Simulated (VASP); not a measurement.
# LiSiS3 (P6_3/mmc) in VASP: notebook, part 2 of 2

VASP 6.6.1. Earlier steps stand in the parts before.

## (3) Single point, PBE

This run uses another cell than the first one, of 19.97 Å³/atom.

Input file INCAR:

```
  PREC = Accurate
  ENCUT = 750
  EDIFF = 1E-6
  ISMEAR = 0
  SIGMA = 0.1
  LREAL = F
  LASPH = T
  NELM = 120
  ALGO = Normal
  ISIF = 2
  LWAVE = F
  LCHARG = F
  GGA = PE
  NBANDS = 36
  GGA_COMPAT = F
```

Input file KPOINTS:

```
regular mesh
0
Gamma
  3 3 4
```

Input file POSCAR:

```
LiSiS3
1.0
    6.2505626587      0.0000000000      0.0000000000
   -3.1252813294      5.4131460504      0.0000000000
    0.0000000000      0.0000000000      5.9008747892
Li Si S
2 2 6
Direct
    0.3333333333      0.6666666667      0.7500000000
    0.6666666667      0.3333333333      0.2500000000
    0.0000000000      0.0000000000      0.0000000000
    0.0000000000      0.0000000000      0.5000000000
    0.8384220200      0.6768440400      0.7500000000
    0.3231559600      0.1615779800      0.7500000000
    0.8384220200      0.1615779800      0.7500000000
    0.1615779800      0.3231559600      0.2500000000
    0.6768440400      0.8384220200      0.2500000000
    0.1615779800      0.8384220200      0.2500000000
```

Potentials or basis: VASP PAW PBE potentials, release 64 (Li_sv, Si, S).

Started as:

```sh
$ cat potpaw_PBE.64/Li_sv/POTCAR potpaw_PBE.64/Si/POTCAR potpaw_PBE.64/S/POTCAR > POTCAR
$ mpirun -np 1 vasp_std > vasp.out
```

Run time: 74 s. Hardware: 1 thread of Intel Xeon 6975P-C (Granite Rapids), shared host; peak memory 0.45 GiB.

The run converged. Its results:

* Free energy: -43.2855 eV
* Pressure: 0.1 GPa
* Largest force: 0.012 eV/Å
* Band gap on the k mesh: zero (bands 25 and 26 overlap by 1.22 eV)

Forces in eV/Å, atoms in the order of the input:
```
Li   0.000  0.000  0.000
Li   0.000  0.000  0.000
Si   0.000  0.000  0.000
Si   0.000  0.000  0.000
S    0.000  0.012  0.000
S   -0.011 -0.006  0.000
S    0.011 -0.006  0.000
S    0.000 -0.012  0.000
S    0.011  0.006  0.000
S   -0.011  0.006  0.000
```

Stress tensor (GPa, compression positive):
```
0.02 0.00 0.00
0.00 0.02 0.00
0.00 0.00 0.13
```

Levels at points of the mesh, in eV from the Fermi level:
```tsv
k point	band 23	band 24	band 25	band 26	band 27	band 28
(0.00, 0.00, 0.00)	-0.18	0.10	0.10	0.47	0.75	2.78
(0.00, 0.00, 0.50)	-0.22	-0.22	0.24	0.24	1.10	1.10
```

Caveat: the k points lie up to 0.39 Å⁻¹ apart, too coarse for converged energies and pressures of a metal.

## (4) Relaxation of cell and atoms, PBE

Input file INCAR:

```
  ALGO = Normal
  EDIFF = 1E-7
  EDIFFG = -0.04
  ENCUT = 750
  GGA = PE
  GGA_COMPAT = F
  IBRION = 2
  ISIF = 3
  ISMEAR = 0
  LASPH = T
  LCHARG = F
  LREAL = F
  LWAVE = F
  NELM = 120
  NELMIN = 4
  NSW = 90
  PREC = Accurate
  SIGMA = 0.1
```

Input file KPOINTS:

```
k-points
0
Gamma
  3 3 4
```

Input file POSCAR:

```
LiSiS3
1.0
    6.0279000400      0.0000000000      0.0000000000
   -3.0139500200      5.2203145600      0.0000000000
    0.0000000000      0.0000000000      5.0634360300
Li Si S
2 2 6
Direct
    0.3333333300      0.6666666700      0.7500000000
    0.6666666700      0.3333333300      0.2500000000
    0.0000000000      0.0000000000      0.0000000000
    0.0000000000      0.0000000000      0.5000000000
    0.8333333300      0.6666666700      0.7500000000
    0.3333333300      0.1666666700      0.7500000000
    0.8333333300      0.1666666700      0.7500000000
    0.1666666700      0.3333333300      0.2500000000
    0.6666666700      0.8333333300      0.2500000000
    0.1666666700      0.8333333300      0.2500000000
```

Started as:

```sh
$ cat potpaw_PBE.64/Li_sv/POTCAR potpaw_PBE.64/Si/POTCAR potpaw_PBE.64/S/POTCAR > POTCAR
$ mpirun -np 1 vasp_std > vasp.out
```

It took 7 min on 1 thread of Intel Xeon 6975P-C (Granite Rapids), shared host; peak memory 0.41 GiB.

Results (log left out):

```yaml
Free_energy: -43.2768 eV
Relaxed_volume: 19.84 Å³/atom
Relaxed_cell: a = 6.231 Å, b = 6.231 Å, c = 5.902 Å, α = 90.00°, β = 90.00°, γ = 120.00°
Space_group_after_relaxing_to_0.1_Å: P6_3/mmc (No. 194)
Energy_gained_by_relaxing: 255.4 meV/atom
Ionic_steps: 10
Pressure_after_relaxing: 0.2 GPa
Largest_force_after_relaxing: 0.028 eV/Å
Band_gap_on_the_k_mesh: zero (bands 25 and 26 overlap by 1.24 eV)
```

Forces on the atoms (eV/Å):
```
Li   0.000  0.000  0.000
Li   0.000  0.000  0.000
Si   0.000  0.000  0.000
Si   0.000  0.000  0.000
S    0.000  0.028  0.000
S   -0.025 -0.014  0.000
S    0.025 -0.014  0.000
S    0.000 -0.028  0.000
S    0.025  0.014  0.000
S   -0.025  0.014  0.000
```

Stress tensor (GPa, compression positive):
```
0.23 0.00 0.00
0.00 0.23 0.00
0.00 0.00 0.13
```

The path:
| step | energy change (eV) | largest force (eV/Å) | pressure (GPa) | volume (Å³) |
| --- | --- | --- | --- | --- |
| 1 | 0.0000 | 1.6780 | 20.31 | 159.33 |
| 2 | -1.0920 | 1.9801 | -6.77 | 210.38 |
| 3 | -1.8248 | 1.0749 | 0.50 | 186.99 |
| 4 | -2.3020 | 0.7686 | -0.03 | 192.48 |
| 5 | -2.4894 | 0.1625 | -0.48 | 201.68 |
| 6 | -2.5421 | 0.2448 | -0.41 | 198.34 |
| 7 | -2.5440 | 0.1924 | -0.43 | 198.81 |
| 8 | -2.5500 | 0.0403 | 0.66 | 196.98 |
| 9 | -2.5512 | 0.0292 | 0.33 | 197.52 |
| 10 | -2.5540 | 0.0285 | 0.19 | 198.43 |

Final structure:
```cif
data_structure
_symmetry_space_group_name_H-M 'P 1'
_symmetry_Int_Tables_number 1
_cell_length_a 6.2306
_cell_length_b 6.2306
_cell_length_c 5.9023
_cell_angle_alpha 90.000
_cell_angle_beta 90.000
_cell_angle_gamma 120.000
_cell_volume 198.43
loop_
_atom_site_label
_atom_site_type_symbol
_atom_site_fract_x
_atom_site_fract_y
_atom_site_fract_z
_atom_site_occupancy
Li1 Li 0.33333 0.66667 0.75000 1
Li2 Li 0.66667 0.33333 0.25000 1
Si1 Si 0.00000 0.00000 0.00000 1
Si2 Si 0.00000 0.00000 0.50000 1
S1 S 0.83796 0.67591 0.75000 1
S2 S 0.32409 0.16204 0.75000 1
S3 S 0.83796 0.16204 0.75000 1
S4 S 0.16204 0.32409 0.25000 1
S5 S 0.67591 0.83796 0.25000 1
S6 S 0.16204 0.83796 0.25000 1
```

Levels at points of the mesh, in eV from the Fermi level:
| k point | band 21 | band 22 | band 23 | band 24 | band 25 | band 26 | band 27 | band 28 | band 29 | band 30 |
| --- | --- | --- | --- | --- | --- | --- | --- | --- | --- | --- |
| (0.00, 0.00, 0.00) | -0.25 | -0.25 | -0.18 | 0.10 | 0.10 | 0.42 | 0.74 | 2.76 | 2.92 | 3.47 |
| (0.00, 0.00, 0.50) | -0.21 | -0.21 | -0.21 | -0.21 | 0.24 | 0.24 | 1.06 | 1.06 | 4.58 | 4.58 |

Caveat: the k points lie up to 0.39 Å⁻¹ apart in the final cell, too coarse for converged energies and pressures of a metal; the volume moved by over 15 % at a fixed basis, so the end points are rough.

## (5) Single point, PBE

This run uses another cell than the first one, of 20.33 Å³/atom.

Input file INCAR:

```
PREC     = Accurate       # precision mode
ENCUT    = 750            # plane-wave cutoff, eV
EDIFF    = 1E-6           # SCF threshold, eV
ISMEAR   = 0              # smearing method
SIGMA    = 0.1            # smearing width, eV
LREAL    = F              # projectors in reciprocal space
LASPH    = T              # aspherical terms in the spheres
NELM     = 120            # most SCF steps
ALGO     = Normal         # electronic algorithm
ISIF     = 2              # what is computed and relaxed
LWAVE    = F              # write WAVECAR
LCHARG   = F              # write CHGCAR
GGA      = PE             # functional
NBANDS   = 36             # bands
GGA_COMPAT= F
```

Input file KPOINTS:

```
Automatic mesh
0
Gamma
  6 6 6
```

Input file POSCAR:

```
LiSiS3
1.0
    6.3222675313      0.0000000000      0.0000000000
   -3.1611337657      5.4752442916      0.0000000000
    0.0000000000      0.0000000000      5.8716666298
Li Si S
2 2 6
Direct
    0.3333333333      0.6666666667      0.7500000000
    0.6666666667      0.3333333333      0.2500000000
    0.0000000000      0.0000000000      0.0000000000
    0.0000000000      0.0000000000      0.5000000000
    0.8397572915      0.6795145831      0.7500000000
    0.3204854169      0.1602427085      0.7500000000
    0.8397572915      0.1602427085      0.7500000000
    0.1602427085      0.3204854169      0.2500000000
    0.6795145831      0.8397572915      0.2500000000
    0.1602427085      0.8397572915      0.2500000000
```

Potentials or basis: VASP PAW PBE potentials, release 64 (Li_sv, Si, S).

Started as:

```sh
$ cat potpaw_PBE.64/Li_sv/POTCAR potpaw_PBE.64/Si/POTCAR potpaw_PBE.64/S/POTCAR > POTCAR
$ mpirun -np 1 vasp_std > vasp.out
```

OUTCAR:

```text
PREC = Accurate
   ENCUT = 750
   EDIFF = 1E-6
   ISMEAR = 0
   LREAL = F
   LASPH = T
   NELM = 120
   ISIF = 2
   GGA = PE

 ion  position               nearest neighbor table
   1  0.333  0.667  0.750-
   2  0.667  0.333  0.250-
   3  0.000  0.000  0.000-   6 2.29   9 2.29   8 2.29   5 2.29   7 2.29  10 2.29   4 2.94   4 2.94

   4  0.000  0.000  0.500-   6 2.29   9 2.29   8 2.29   5 2.29   7 2.29  10 2.29   3 2.94   3 2.94

   5  0.840  0.680  0.750-   3 2.29   4 2.29
   6  0.320  0.160  0.750-   3 2.29   4 2.29
   7  0.840  0.160  0.750-   3 2.29   4 2.29
   8  0.160  0.320  0.250-   3 2.29   4 2.29
[... 1158 lines left out ...]
  external PRESSURE =      -1.4195916 kB  Pullay stress =       0.0000000 kB

 VOLUME and BASIS-vectors are now :
 -----------------------------------------------------------------------------
  energy-cutoff  :      750.00
  volume of cell :      203.25
      direct lattice vectors                 reciprocal lattice vectors
     6.322267531  0.000000000  0.000000000     0.158171098  0.091320126  0.000000000
    -3.161133766  5.475244292  0.000000000     0.000000000  0.182640253  0.000000000
     0.000000000  0.000000000  5.871666630     0.000000000  0.000000000  0.170309396

 POSITION                                       TOTAL-FORCE (eV/Angst)
 -----------------------------------------------------------------------------------
     -0.00000      3.65016      4.40375         0.000000     -0.000000      0.000000
      3.16113      1.82508      1.46792         0.000000     -0.000000      0.000000
      0.00000      0.00000      0.00000         0.000000     -0.000000      0.000000
      0.00000      0.00000      2.93583         0.000000     -0.000000      0.000000
      3.16113      3.72051      4.40375        -0.000000      0.027287     -0.000000
      1.51965      0.87737      4.40375        -0.023631     -0.013644      0.000000
      4.80262      0.87737      4.40375         0.023631     -0.013644      0.000000
      0.00000      1.75474      1.46792         0.000000     -0.027287      0.000000
      1.64149      4.59788      1.46792         0.023631      0.013644     -0.000000
     -1.64149      4.59788      1.46792        -0.023631      0.013644     -0.000000
 -----------------------------------------------------------------------------------
    total drift:                               -0.000000      0.000000      0.000000

  FREE ENERGIE OF THE ION-ELECTRON SYSTEM (eV)
  ---------------------------------------------------
  free  energy   TOTEN  =       -43.1525411115 eV

  energy  without entropy=      -43.1200178405  energy(sigma->0) =      -43.13627948
```

It took 3.4 min on 1 thread of Intel Xeon 6975P-C (Granite Rapids), shared host; peak memory 0.59 GiB.

What came out:

* Free energy: -43.1525 eV
* Pressure: -0.1 GPa
* Largest force: 0.027 eV/Å
* Band gap on the k mesh: zero (bands 25 and 26 overlap by 1.13 eV)

Forces on the atoms (eV/Å):
```
Li   0.000  0.000  0.000
Li   0.000  0.000  0.000
Si   0.000  0.000  0.000
Si   0.000  0.000  0.000
S    0.000  0.027  0.000
S   -0.024 -0.014  0.000
S    0.024 -0.014  0.000
S    0.000 -0.027  0.000
S    0.024  0.014  0.000
S   -0.024  0.014  0.000
```

Levels at points of the mesh, in eV from the Fermi level:
```tsv
k point	band 23	band 24	band 25	band 26	band 27	band 28
(0.00, 0.00, 0.00)	-0.13	0.16	0.16	0.69	0.83	2.92
(0.50, 0.00, 0.00)	-1.07	-0.87	-0.05	0.45	2.11	3.90
(0.00, 0.00, 0.50)	-0.16	-0.16	0.30	0.30	1.30	1.30
(0.50, 0.00, 0.50)	-1.10	-1.10	0.07	0.07	2.66	2.66
```

## (6) Overview

```csv
task,cell,k mesh,gap on the mesh (eV),pressure (GPa),largest force (eV/Å)
single point,"a = 6.028, b = 6.028, c = 5.063 Å, angles 90.0, 90.0, 120.0°, 10 atoms, atomic positions A",3 × 3 × 4,none,20.3,1.68
single point,"a = 6.251, b = 6.251, c = 5.901 Å, angles 90.0, 90.0, 120.0°, 10 atoms, atomic positions B",3 × 3 × 4,none,0.1,0.01
relaxation of cell and atoms,"relaxed from a = 6.028, b = 6.028, c = 5.063 Å, angles 90.0, 90.0, 120.0°, 10 atoms, atomic positions A",3 × 3 × 4,none,0.2,0.03
single point,"a = 6.322, b = 6.322, c = 5.872 Å, angles 90.0, 90.0, 120.0°, 10 atoms, atomic positions C",6 × 6 × 6,none,-0.1,0.03
```

Alike in all rows: level PBE; potentials or basis VASP PAW PBE potentials, release 64 (Li_sv, Si, S); no spin polarisation; cutoff (eV) 750; smearing gaussian 0.1 eV.

Caveats: some runs use coarse meshes; forces of over 1 eV/Å act on the atoms, so gaps and moduli don't describe the material at rest (at least some runs); the volume moved by over 15 % at a fixed basis, so the end points are rough (at least some runs).

Absolute energies hang on the potentials; compare differences alone.
